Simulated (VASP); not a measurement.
**GaN: single point with PBE**

Crystal: GaN.

```
CELL_PARAMETERS angstrom
3.18900 0.00000 0.00000
-1.59450 2.76176 0.00000
0.00000 0.00000 5.15389
ATOMIC_POSITIONS crystal
Ga 0.33333 0.66667 0.99949
Ga 0.66667 0.33333 0.49949
N 0.33333 0.66667 0.37751
N 0.66667 0.33333 0.87751
```

- Program: VASP 6.6.1
- Task: single point
- Functional: PBE
- Potentials or basis: VASP PAW PBE potentials, release 64 (Ga_d, N)
- Cutoff: 520 eV
- k mesh: 8 × 8 × 5
- Occupations: gaussian, width 0.05 eV
- Spin: no spin polarisation

The pressure is 6.7 GPa and the band gap on the k mesh is 1.98 eV, direct.

Stress tensor (GPa, compression positive):
```
5.91 0.00 0.00
0.00 5.91 0.00
0.00 0.00 8.24
```

Levels at points of the mesh, in eV from the valence-band top:
```tsv
k point	band 15	band 16	band 17	band 18	band 19	band 20	band 21	band 22
(0.00, 0.00, 0.00)	-1.07	-0.01	-0.01	0.00	1.98	4.22	9.30	9.87
(0.50, 0.00, 0.00)	-4.21	-2.79	-2.19	-1.00	5.04	5.61	6.14	8.67
```

Wall time 30 s on 1 thread of Intel(R) Xeon(R) Platinum 8375C CPU @ 2.90GHz (Ice Lake) (shared host), peak memory 0.17 GiB.
